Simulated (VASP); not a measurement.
# Ti4C3 (R3m) in VASP: single point with PBE

Aim: the single point of Ti4C3 with PBE.

Program: VASP 6.6.1. These are calculated values, not measurements. Logs are shortened: lines on timing, memory, paths and dates and some standing lists are left out, and cuts for length are marked.

## 1. The cell of the first run

Symmetry: R3m, No. 160, trigonal system. The conventional cell has a = 4.925 Å, b = 4.925 Å, c = 12.639 Å, α = 90.00°, β = 90.00°, γ = 120.00°. Within 3.1 Å of Ti (site symmetry m) lie 6 C at 2.31 to 3.05 Å and 7 Ti at 2.46 to 3.06 Å. Ti (site symmetry 3m) has 6 C at 2.55 Å and 9 Ti at 2.79 to 3.06 Å within 3.4 Å. Within 2.1 Å of C (site symmetry m) lie 2 C at 1.57 Å.

The cell was built from a structure type or drawn by symmetry, and may not be a known phase.

## 2. Single point, PBE

INCAR reads:

```
PREC     = Accurate       # precision mode
ENCUT    = 600            # plane-wave cutoff, eV
EDIFF    = 1E-6           # SCF threshold, eV
ISMEAR   = 0              # smearing method
SIGMA    = 0.2            # smearing width, eV
LREAL    = False          # projectors in reciprocal space
LASPH    = True           # aspherical terms in the spheres
NELM     = 120            # most SCF steps
ALGO     = Normal         # electronic algorithm
ISIF     = 2              # what is computed and relaxed
LWAVE    = False          # write WAVECAR
LCHARG   = False          # write CHGCAR
GGA      = PE             # functional
NBANDS   = 39             # bands
GGA_COMPAT= False
```

KPOINTS reads:

```
regular mesh
0
Gamma
  4 4 4
```

POSCAR reads:

```
Ti4C3
1.0
    2.4626650148      1.4218203109      4.2131200037
   -2.4626650148      1.4218203109      4.2131200037
    0.0000000000     -2.8436406167      4.2131200054
Ti C
4 3
Direct
    0.8273095846      0.3287247273      0.8273095846
    0.8273095846      0.8273095846      0.3287247273
    0.3287247273      0.8273095846      0.8273095846
    0.4712826660      0.4712826660      0.4712826660
    0.9456383202      0.6267399670      0.9456383202
    0.9456383202      0.9456383202      0.6267399670
    0.6267399670      0.9456383202      0.9456383202
```

Potentials or basis: VASP PAW PBE potentials, release 64 (Ti_sv, C).

Started as:

```console
> cat potpaw_PBE.64/Ti_sv/POTCAR potpaw_PBE.64/C/POTCAR > POTCAR
> mpirun -np 1 vasp_std > vasp.out
```

OUTCAR:

```text
PREC = Accurate
   ENCUT = 600
   EDIFF = 1E-6
   ISMEAR = 0
   LREAL = False
   LASPH = True
   NELM = 120
   ISIF = 2
   GGA = PE

 ion  position               nearest neighbor table
   1  0.827  0.329  0.827-   5 2.31   7 2.33   6 2.33   2 2.46   3 2.46   2 2.47   3 2.47   4 2.79

   2  0.827  0.827  0.329-   6 2.31   5 2.33   7 2.33   3 2.46   1 2.46   1 2.47   3 2.47   4 2.79

   3  0.329  0.827  0.827-   7 2.31   5 2.33   6 2.33   2 2.46   1 2.46   2 2.47   1 2.47   4 2.79

   4  0.471  0.471  0.471-   1 2.79   3 2.79   2 2.79
   5  0.946  0.627  0.946-   6 1.57   7 1.57   1 2.31   2 2.33   3 2.33
   6  0.946  0.946  0.627-   5 1.57   7 1.57   2 2.31   1 2.33   3 2.33
   7  0.627  0.946  0.946-   6 1.57   5 1.57   3 2.31   2 2.33   1 2.33

  LATTYP: Found a trigonal (rhomboedric) cell.
 ALAT       =     5.0829786678
 COS(alpha) =     0.5305340453

  Lattice vectors:

 A1 = (   2.4626650148,   1.4218203109,   4.2131200037)
 A2 = (  -2.4626650148,   1.4218203109,   4.2131200037)
 A3 = (   0.0000000000,  -2.8436406167,   4.2131200054)

Analysis of symmetry for initial positions (statically):
=====================================================================
 Subroutine PRICEL returns:
 Original cell was already a primitive cell.

 Routine SETGRP: Setting up the symmetry group for a
 trigonal (rhombohedral) supercell.

 Subroutine GETGRP returns: Found  6 space group operations
 (whereof  6 operations were pure point group operations)
 out of a pool of 12 trial point group operations.

The static configuration has the point symmetry C_3v.

Analysis of symmetry for dynamics (positions and initial velocities):
=====================================================================
 Subroutine PRICEL returns:
 Original cell was already a primitive cell.

 Routine SETGRP: Setting up the symmetry group for a
 trigonal (rhombohedral) supercell.

 Subroutine GETGRP returns: Found  6 space group operations
 (whereof  6 operations were pure point group operations)
 out of a pool of 12 trial point group operations.

The dynamic configuration has the point symmetry C_3v.

 Subroutine INISYM returns: Found  6 space group operations
 (whereof  6 operations are pure point group operations),
 and found     1 'primitive' translations

----------------------------------------------------------------------------------------
[... 94 lines left out ...]
   NSW    =      0    number of steps for IOM
   IBRION =     -1    ionic relax: 0-MD 1-quasi-New 2-CG
   NFREE  =      0    steps in history (QN), initial steepest desc. (CG)
   ISIF   =      2    stress and relaxation
   ISYM   =      2    0-nonsym 1-usesym 2-fastsym
   POTIM  = 0.5000    time-step for ionic-motion
   TEBEG  =    0.0;   TEEND  =   0.0 temperature during run
   PSTRESS=    0.0 pullay stress
   NELECT =      60.0000    total number of electrons
   NUPDOWN=      -1.0000    fix difference up-down
   EMIN   =  10.00;   EMAX   =-10.00  energy-range for DOS
   EFERMI =   0.00;   METHOD = LEGACY
   ISMEAR =     0;   SIGMA  =   0.20  broadening in eV -4-tet -1-fermi 0-gaus
   EFERMI_NEDOS =   21; number of points for ismear=-14 and -15
   IALGO  =     38    algorithm
   IMIX   =      4    mixing-type and parameters
     AMIX     =   0.40;   BMIX     =  1.00
     AMIX_MAG =   1.60;   BMIX_MAG =  1.00
  volume/ion in A,a.u.               =      12.64        85.33
  Fermi-wavevector in a.u.,A,eV,Ry     =   1.438104  2.717622 28.138784  2.068142
  Thomas-Fermi vector in A             =   2.557108
   LORBIT       =      0    0 simple, 1 ext, 2 COOP (PROOUT), +10 PAW based schemes
   GGA     = PE    functional components
   LHFCALC =     F    Hartree Fock is set to
   AEXX    =    0.0000 exact exchange contribution
   IVDW    =     0    specifies the selected vdW correction
   LEPSILON=     F    determine dielectric tensor
   LRPA    =     F    only Hartree local field effects (RPA)
 non-spin polarized calculation
 Gauss-broadening in eV      SIGMA  =   0.20
  energy-cutoff  :      600.00
  volume of cell :       88.51
 maximum number of plane-waves:      2974
 NGX is ok and might be reduce to    42
   NGX = 21   NGY = 21   NGZ = 21

 number of electron      60.0000005 magnetization

 Free energy of the ion-electron system (eV)
  ---------------------------------------------------
  ext. energy  EPLUGINS =         0.00000000
  ---------------------------------------------------
  free energy    TOTEN  =       -53.68127454 eV

  energy without entropy =      -53.55602433  energy(sigma->0) =      -53.61864944

 E-fermi :   7.9303     XC(G=0): -11.5976

 val. band max:        7.9254290301   @ k =  -0.2500   0.2500   0.0000
 cond. band min:       7.9874637943   @ k =   0.2500   0.2500  -0.0000
 fundamental gap:      0.0620347641
 Fermi energy:         7.9302877672

 k-point     1 :       0.0000    0.0000    0.0000
  band No.  band energies     occupation
      1     -49.2056      2.00000
      2     -48.3448      2.00000
      3     -47.9705      2.00000
      4     -47.9705      2.00000
      5     -25.6935      2.00000
      6     -25.5773      2.00000
[... 535 lines left out ...]
     38      11.1484      0.00000
     39      11.5847      0.00000

------------------------ aborting loop because EDIFF is reached ----------------------------------------

  FORCE on cell =-STRESS in cart. coord.  units (eV):
  Direction    XX          YY          ZZ          XY          YZ          ZX
  --------------------------------------------------------------------------------------
  -------------------------------------------------------------------------------------
  Total       -0.0887599     -0.0887599      0.0321166      0.0000000      0.0000000      0.0000000
  in kB       -1.6066543     -1.6066543      0.5813471      0.0000000      0.0000000      0.0000000
  external PRESSURE =      -0.8773205 kB  Pullay stress =       0.0000000 kB

 VOLUME and BASIS-vectors are now :
 -----------------------------------------------------------------------------
  energy-cutoff  :      600.00
  volume of cell :       88.51
      direct lattice vectors                 reciprocal lattice vectors
     2.462665015  1.421820311  4.213120004     0.203032080  0.117220626  0.079117930
    -2.462665015  1.421820311  4.213120004    -0.203032080  0.117220626  0.079117930
     0.000000000 -2.843640617  4.213120005     0.000000000 -0.234441252  0.079117930

 POSITION                                       TOTAL-FORCE (eV/Angst)
 -----------------------------------------------------------------------------------
      1.22785     -0.70890      8.35607         0.013687     -0.007902     -0.022314
      0.00000      1.41780      8.35607        -0.000000      0.015804     -0.022314
     -1.22785     -0.70890      8.35607        -0.013687     -0.007902     -0.022314
      0.00000      0.00000      5.95671        -0.000000      0.000000      0.058864
      0.78534     -0.45342     10.60871         0.003452     -0.001993      0.002693
      0.00000      0.90683     10.60871        -0.000000      0.003986      0.002693
     -0.78534     -0.45342     10.60871        -0.003452     -0.001993      0.002693
 -----------------------------------------------------------------------------------
    total drift:                                0.000000      0.000000     -0.000526

  FREE ENERGIE OF THE ION-ELECTRON SYSTEM (eV)
  ---------------------------------------------------
  free  energy   TOTEN  =       -53.6812745437 eV

  energy  without entropy=      -53.5560243325  energy(sigma->0) =      -53.61864944
```

OSZICAR:

```text
N       E                     dE             d eps       ncg     rms          rms(c)
DAV:   1     0.853289301394E+03    0.85329E+03   -0.32401E+04  1014   0.205E+03
DAV:   2     0.623197733576E+02   -0.79097E+03   -0.76987E+03  1014   0.604E+02
DAV:   3    -0.496835505375E+02   -0.11200E+03   -0.10866E+03  1618   0.193E+02
DAV:   4    -0.614472934758E+02   -0.11764E+02   -0.11524E+02  1508   0.572E+01
DAV:   5    -0.622048353570E+02   -0.75754E+00   -0.75565E+00  1588   0.134E+01    0.232E+01
DAV:   6    -0.566995794851E+02    0.55053E+01   -0.94758E+01  1481   0.488E+01    0.199E+01
DAV:   7    -0.560689072462E+02    0.63067E+00   -0.99168E+01  1444   0.440E+01    0.112E+01
DAV:   8    -0.544144930921E+02    0.16544E+01   -0.13409E+01  1369   0.163E+01    0.817E+00
DAV:   9    -0.537968205173E+02    0.61767E+00   -0.71557E+00  1524   0.185E+01    0.436E+00
DAV:  10    -0.537209277982E+02    0.75893E-01   -0.35452E+00  1386   0.827E+00    0.195E+00
DAV:  11    -0.536784428960E+02    0.42485E-01   -0.27989E-01  1346   0.413E+00    0.478E-01
DAV:  12    -0.536821401484E+02   -0.36973E-02   -0.36460E-02  1365   0.115E+00    0.258E-01
DAV:  13    -0.536812156556E+02    0.92449E-03   -0.75765E-03  1422   0.567E-01    0.951E-02
DAV:  14    -0.536812905138E+02   -0.74858E-04   -0.62627E-04  1564   0.161E-01    0.460E-02
DAV:  15    -0.536812736003E+02    0.16913E-04   -0.98958E-05  1429   0.603E-02    0.321E-02
DAV:  16    -0.536812752342E+02   -0.16339E-05   -0.39092E-05  1284   0.422E-02    0.905E-03
DAV:  17    -0.536812745437E+02    0.69047E-06   -0.43324E-06  1038   0.146E-02
   1 F= -.53681275E+02 E0= -.53618649E+02  d E =-.125250E+00
```

stdout:

```text
POSCAR found type information on POSCAR TiC
 POSCAR found :  2 types and       7 ions
 scaLAPACK will be used
 LDA part: xc-table for (Slater+PW92), standard interpolation
 POSCAR, INCAR and KPOINTS ok, starting setup
 FFT: planning ... GRIDC
 FFT: planning ... GRID_SOFT
 FFT: planning ... GRID
 WAVECAR not read
 entering main loop
```

Wall time 52 s (1 thread of AMD EPYC 9R45 (Zen 5), shared host); peak memory 0.24 GiB.

What came out:

* Free energy: -53.6813 eV
* Pressure: -0.1 GPa
* Largest force: 0.059 eV/Å
* Band gap on the k mesh: zero (bands 30 and 31 overlap by 0.16 eV)

Forces on the atoms (eV/Å):
```
Ti   0.014 -0.008 -0.022
Ti   0.000  0.016 -0.022
Ti  -0.014 -0.008 -0.022
Ti   0.000  0.000  0.059
C    0.003 -0.002  0.003
C    0.000  0.004  0.003
C   -0.003 -0.002  0.003
```

Levels at points of the mesh, in eV from the Fermi level:
| k point | band 28 | band 29 | band 30 | band 31 | band 32 | band 33 |
| --- | --- | --- | --- | --- | --- | --- |
| (0.00, 0.00, 0.00) | -1.19 | -0.63 | -0.63 | 0.42 | 0.42 | 1.46 |
| (0.50, 0.00, 0.00) | -0.43 | -0.05 | 0.15 | 0.17 | 0.22 | 0.64 |
| (0.50, 0.50, 0.00) | -0.61 | -0.21 | -0.07 | 0.37 | 0.68 | 0.88 |
| (0.50, 0.50, 0.50) | -0.99 | -0.95 | -0.95 | 0.31 | 0.31 | 1.97 |

Caveat: the k points lie up to 0.39 Å⁻¹ apart.
